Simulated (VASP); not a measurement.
# Ti3Al (I4/mmm) in VASP: single point with PBEsol

Aim: the single point of Ti3Al with PBEsol.

All numbers are computed with VASP 6.6.1; they aren't measurements. Logs are shortened: lines on timing, memory, paths and dates and some standing lists are left out, and cuts for length are marked.

## (1) The cell of the first run

The structure is tetragonal, space group I4/mmm (No. 139). The conventional cell has a = 4.513 Å, b = 4.513 Å, c = 6.064 Å, α = 90.00°, β = 90.00°, γ = 90.00°. Within 3.6 Å of Ti (site symmetry -4m2) lie 10 Ti at 2.72 to 3.19 Å and 4 Al at 2.72 Å. Within 3.6 Å of Ti (site symmetry 4/mmm) lie 8 Ti at 2.72 Å and 6 Al at 3.03 to 3.19 Å. Within 3.6 Å of Al (site symmetry 4/mmm) lie 14 Ti at 2.72 to 3.19 Å.

## (2) Single point, PBEsol, collinear spin (strain +0.000 along x and y, -0.050 along z)

Input file INCAR:

```
PREC     = Accurate       # precision mode
ENCUT    = 500            # plane-wave cutoff, eV
EDIFF    = 1E-6           # SCF threshold, eV
ISMEAR   = 0              # smearing method
SIGMA    = 0.15           # smearing width, eV
LREAL    = F              # projectors in reciprocal space
LASPH    = T              # aspherical terms in the spheres
NELM     = 200            # most SCF steps
ALGO     = Normal         # electronic algorithm
ISIF     = 2              # what is computed and relaxed
LWAVE    = F              # write WAVECAR
LCHARG   = F              # write CHGCAR
ISPIN    = 2              # spin polarisation
MAGMOM   = 0.22 0.22 0.96 0 # initial moments
LORBIT   = 11             # projections on sites
LMAXMIX  = 4              # l up to which the mixer works
GGA      = PS             # functional
NBANDS   = 32             # bands
GGA_COMPAT= F            
KPAR     = 4
```

Input file KPOINTS:

```
regular mesh
0
Gamma
  14 14 14
```

Input file POSCAR:

```
Ti3Al
1.0
    0.0000000000      3.1915212988      3.0319452339
    3.1915212988      0.0000000000      3.0319452339
    3.1915212988      3.1915212988      0.0000000000
Ti Al
3 1
Direct
    0.7500000000      0.7500000000      0.7500000000
    0.2500000000      0.2500000000      0.2500000000
    0.0000000000      0.0000000000      0.0000000000
    0.5000000000      0.5000000000      0.5000000000
```

Potentials or basis: VASP PAW PBE potentials, release 64 (Ti_sv, Al).

Started as:

```sh
> cat potpaw_PBE.64/Ti_sv/POTCAR potpaw_PBE.64/Al/POTCAR > POTCAR
> mpirun -np 4 vasp_std > vasp.out
```

OUTCAR:

```text
PREC = Accurate
   ENCUT = 500
   EDIFF = 1E-6
   ISMEAR = 0
   LREAL = F
   LASPH = T
   NELM = 200
   ISIF = 2
   ISPIN = 2
   LORBIT = 11
   GGA = PS

 ion  position               nearest neighbor table
   1  0.750  0.750  0.750-   4 2.72   4 2.72   4 2.72   3 2.72   4 2.72   3 2.72   3 2.72   3 2.72

   2  0.250  0.250  0.250-   3 2.72   3 2.72   3 2.72   3 2.72   4 2.72   4 2.72   4 2.72   4 2.72

   3  0.000  0.000  0.000-   1 2.72   1 2.72   1 2.72   1 2.72   2 2.72   2 2.72   2 2.72   2 2.72
                             4 3.03   4 3.03
   4  0.500  0.500  0.500-   2 2.72   2 2.72   2 2.72   1 2.72   2 2.72   1 2.72   1 2.72   1 2.72
                             3 3.03   3 3.03

  LATTYP: Found a body centered tetragonal cell.
 ALAT       =     4.5134927054
 C/A-ratio  =     1.3435028843

  Lattice vectors:

 A1 = (   0.0000000000,  -3.1915212988,  -3.0319452339)
 A2 = (   0.0000000000,   3.1915212988,  -3.0319452339)
 A3 = (   3.1915212988,   0.0000000000,   3.0319452339)

Analysis of symmetry for initial positions (statically):
=====================================================================
 Subroutine PRICEL returns:
 Original cell was already a primitive cell.

 Routine SETGRP: Setting up the symmetry group for a
 body centered tetragonal supercell.

 Subroutine GETGRP returns: Found 16 space group operations
 (whereof 16 operations were pure point group operations)
 out of a pool of 16 trial point group operations.

The static configuration has the point symmetry D_4h.

Analysis of symmetry for dynamics (positions and initial velocities):
=====================================================================
 Subroutine PRICEL returns:
 Original cell was already a primitive cell.

 Routine SETGRP: Setting up the symmetry group for a
 body centered tetragonal supercell.

 Subroutine GETGRP returns: Found 16 space group operations
 (whereof 16 operations were pure point group operations)
 out of a pool of 16 trial point group operations.

The dynamic configuration has the point symmetry D_4h.

Analysis of structural, dynamic, and magnetic symmetry:
=====================================================================
 Subroutine PRICEL returns:
 Original cell was already a primitive cell.

 Routine SETGRP: Setting up the symmetry group for a
 body centered tetragonal supercell.

 Subroutine GETGRP returns: Found 16 space group operations
 (whereof 16 operations were pure point group operations)
 out of a pool of 16 trial point group operations.

The overall configuration has the point symmetry D_4h.

 Subroutine INISYM returns: Found 16 space group operations
 (whereof 16 operations are pure point group operations),
 and found     1 'primitive' translations

----------------------------------------------------------------------------------------

                                     Primitive cell

  volume of cell :      61.7656

  direct lattice vectors                    reciprocal lattice vectors
     0.000000000  3.191521299  3.031945234    -0.156665099  0.156665099  0.164910630
     3.191521299  0.000000000  3.031945234     0.156665099 -0.156665099  0.164910630
     3.191521299  3.191521299  0.000000000     0.156665099  0.156665099 -0.164910630

  length of vectors
     4.402101782  4.402101782  4.513492705     0.276194537  0.276194537  0.276194537

  position of ions in fractional coordinates (direct lattice)
     0.750000000  0.750000000  0.750000000
     0.250000000  0.250000000  0.250000000
     0.000000000  0.000000000  0.000000000
     0.500000000  0.500000000  0.500000000

  ion indices of the primitive-cell ions
   primitive index   ion index
                 1           1
                 2           2
                 3           3
                 4           4

----------------------------------------------------------------------------------------

 KPOINTS: regular mesh

Automatic generation of k-mesh.
 Grid dimensions read from file:
 generate k-points for:   14   14   14

 Generating k-lattice:

  Cartesian coordinates                     Fractional coordinates (reciprocal lattice)
    -0.011190364  0.011190364  0.011779331     0.071428571 -0.000000000  0.000000000
     0.011190364 -0.011190364  0.011779331    -0.000000000  0.071428571  0.000000000
     0.011190364  0.011190364 -0.011779331     0.000000000  0.000000000  0.071428571

  Length of vectors
     0.019728181  0.019728181  0.019728181

  Shift w.r.t. Gamma in fractional coordinates (k-lattice)
     0.000000000  0.000000000  0.000000000

 Subroutine IBZKPT returns following result:
 ===========================================

 Found    244 irreducible k-points:

 Following reciprocal coordinates:
            Coordinates               Weight
  0.000000  0.000000  0.000000      1.000000
  0.071429  0.000000  0.000000      8.000000
  0.142857  0.000000  0.000000      8.000000
  0.214286  0.000000  0.000000      8.000000
  0.285714  0.000000  0.000000      8.000000
  0.357143 -0.000000  0.000000      8.000000
[... 16 lines left out ...]
  0.214286  0.142857  0.000000      8.000000
  0.285714  0.142857  0.000000      8.000000
 [... further k-points ...]
   k-points           NKPTS =    244   k-points in BZ     NKDIM =    244   number of bands    NBANDS=     32
   number of dos      NEDOS =    301   number of ions     NIONS =      4
   total plane-waves  NPLWV =  36864
   dimension x,y,z NGX =    32 NGY =   32 NGZ =   36
   dimension x,y,z NGXF=    64 NGYF=   64 NGZF=   72
   ions per type =               3   1
   NGX,Y,Z   is equivalent  to a cutoff of  12.08, 12.08, 13.26 a.u.
   NGXF,Y,Z  is equivalent  to a cutoff of  24.17, 24.17, 26.52 a.u.
 SYSTEM =  unknown system
   PREC   = accura    normal or accurate (medium, high low for compatibility)
   ISTART =      0    job   : 0-new  1-cont  2-samecut
   ICHARG =      2    charge: 1-file 2-atom 10-const
   ISPIN  =      2    spin polarized calculation?
   LNONCOLLINEAR =      F non collinear calculations
   LSORBIT =      F    spin-orbit coupling
   LASPH  =      T    aspherical Exc in radial PAW
   ENCUT  =  500.0 eV  36.75 Ry    6.06 a.u.   8.03  8.03  8.23*2*pi/ulx,y,z
   NELM   =    200;   NELMIN=  2; NELMDL= -5     # of ELM steps
   EDIFF  = 0.1E-05   stopping-criterion for ELM
   LREAL  =      F    real-space projection
   EDIFFG = 0.1E-04   stopping-criterion for IOM
   NSW    =      0    number of steps for IOM
   IBRION =     -1    ionic relax: 0-MD 1-quasi-New 2-CG
   NFREE  =      0    steps in history (QN), initial steepest desc. (CG)
   ISIF   =      2    stress and relaxation
   ISYM   =      2    0-nonsym 1-usesym 2-fastsym
   POTIM  = 0.5000    time-step for ionic-motion
   TEBEG  =    0.0;   TEEND  =   0.0 temperature during run
   PSTRESS=    0.0 pullay stress
   NELECT =      39.0000    total number of electrons
   NUPDOWN=      -1.0000    fix difference up-down
   EMIN   =  10.00;   EMAX   =-10.00  energy-range for DOS
   EFERMI =   0.00;   METHOD = LEGACY
   ISMEAR =     0;   SIGMA  =   0.15  broadening in eV -4-tet -1-fermi 0-gaus
   EFERMI_NEDOS =   21; number of points for ismear=-14 and -15
   IALGO  =     38    algorithm
   IMIX   =      4    mixing-type and parameters
     AMIX     =   0.40;   BMIX     =  1.00
     AMIX_MAG =   1.60;   BMIX_MAG =  1.00
  volume/ion in A,a.u.               =      15.44       104.20
  Fermi-wavevector in a.u.,A,eV,Ry     =   1.404475  2.654073 26.838181  1.972551
  Thomas-Fermi vector in A             =   2.527033
   LORBIT       =     11    0 simple, 1 ext, 2 COOP (PROOUT), +10 PAW based schemes
   GGA     = PS    functional components
   LHFCALC =     F    Hartree Fock is set to
   AEXX    =    0.0000 exact exchange contribution
   IVDW    =     0    specifies the selected vdW correction
   LEPSILON=     F    determine dielectric tensor
   LRPA    =     F    only Hartree local field effects (RPA)
 spin polarized calculation
 Gauss-broadening in eV      SIGMA  =   0.15
  energy-cutoff  :      500.00
  volume of cell :       61.77
 maximum number of plane-waves:      1591
   NGX = 17   NGY = 17   NGZ = 17

 number of electron      39.0000011 magnetization       1.3988998

 Free energy of the ion-electron system (eV)
  ---------------------------------------------------
  ext. energy  EPLUGINS =         0.00000000
  ---------------------------------------------------
  free energy    TOTEN  =       -29.68774771 eV

  energy without entropy =      -29.62783740  energy(sigma->0) =      -29.65779255

 E-fermi :   8.9066     XC(G=0): -11.7792

 val. band max:        8.9060991507   @ k =   0.4286   0.0714   0.1429
 cond. band min:       8.9070374045   @ k =  -0.3571   0.3571   0.0000
 fundamental gap:      0.0009382538
 Fermi energy:         8.9066226486

 spin component 1

 k-point     1 :       0.0000    0.0000    0.0000
  band No.  band energies     occupation
      1     -47.4116      1.00000
      2     -47.2576      1.00000
      3     -47.1495      1.00000
      4     -23.8877      1.00000
      5     -23.8877      1.00000
      6     -23.8324      1.00000
[... 805 lines left out ...]
     30      14.1829      0.00000
     31      14.3769      0.00000

 [... further k-points ...]

 spin component 2

 k-point     1 :       0.0000    0.0000    0.0000
  band No.  band energies     occupation
      1     -47.2015      1.00000
      2     -47.1208      1.00000
      3     -46.5808      1.00000
      4     -23.6537      1.00000
      5     -23.5980      1.00000
      6     -23.5980      1.00000
[... 805 lines left out ...]
     30      14.4056      0.00000
     31      14.7348      0.00000

 [... further k-points ...]

 [bands above 31 left out]

------------------------ aborting loop because EDIFF is reached ----------------------------------------

  FORCE on cell =-STRESS in cart. coord.  units (eV):
  Direction    XX          YY          ZZ          XY          YZ          ZX
  --------------------------------------------------------------------------------------
  -------------------------------------------------------------------------------------
  Total        2.2325264      2.2325264      2.9461277      0.0000000     -0.0000000      0.0000000
  in kB       57.9109027     57.9109027     76.4214557      0.0000000     -0.0000000      0.0000000
  external PRESSURE =      64.0810871 kB  Pullay stress =       0.0000000 kB

 VOLUME and BASIS-vectors are now :
 -----------------------------------------------------------------------------
  energy-cutoff  :      500.00
  volume of cell :       61.77
      direct lattice vectors                 reciprocal lattice vectors
     0.000000000  3.191521299  3.031945234    -0.156665099  0.156665099  0.164910630
     3.191521299  0.000000000  3.031945234     0.156665099 -0.156665099  0.164910630
     3.191521299  3.191521299  0.000000000     0.156665099  0.156665099 -0.164910630

 POSITION                                       TOTAL-FORCE (eV/Angst)
 -----------------------------------------------------------------------------------
      4.78728      4.78728      4.54792         0.000000      0.000000     -0.000000
      1.59576      1.59576      1.51597        -0.000000     -0.000000      0.000000
      0.00000      0.00000      0.00000         0.000000     -0.000000     -0.000000
      3.19152      3.19152      3.03195         0.000000     -0.000000     -0.000000
 -----------------------------------------------------------------------------------
    total drift:                                0.000000     -0.000000      0.000000

  FREE ENERGIE OF THE ION-ELECTRON SYSTEM (eV)
  ---------------------------------------------------
  free  energy   TOTEN  =       -29.6877477061 eV

  energy  without entropy=      -29.6278374014  energy(sigma->0) =      -29.65779255

 total charge

# of ion       s       p       d       tot
------------------------------------------
    1        2.231   6.148   1.977  10.355
    2        2.231   6.148   1.977  10.355
    3        2.272   6.109   2.045  10.426
    4        0.416   0.450   0.000   0.866
--------------------------------------------------
tot          7.149  18.854   5.998  32.002

 magnetization (x)

# of ion       s       p       d       tot
------------------------------------------
    1        0.002   0.029   0.137   0.167
    2        0.002   0.029   0.137   0.167
    3        0.009   0.022   0.708   0.739
    4       -0.004  -0.006   0.000  -0.011
--------------------------------------------------
tot          0.008   0.072   0.983   1.063
```

Run time: 3.4 min. Hardware: 4 MPI ranks of Intel Xeon Platinum 8375C at 2.90GHz (Ice Lake), shared host; peak memory 0.67 GiB.

Results:

* Free energy: -29.6877 eV
* Pressure: 6.4 GPa
* Net moment: 1.40 μB per cell
* Site moments: Ti +0.17, +0.74 (each value once); Al -0.01 μB
* Valence electrons inside the program's atomic spheres: Ti 10.36, 10.43 (each value once); Al 0.87

Stress tensor (GPa, compression positive):
```
5.79 0.00 0.00
0.00 5.79 0.00
0.00 0.00 7.64
```

Caveat: the cell differs from its parent crystal (strain +0.000 along x and y, -0.050 along z); the cell stands under pressure; the PAW data sets were made with another functional, which shifts forces and pressure a little.
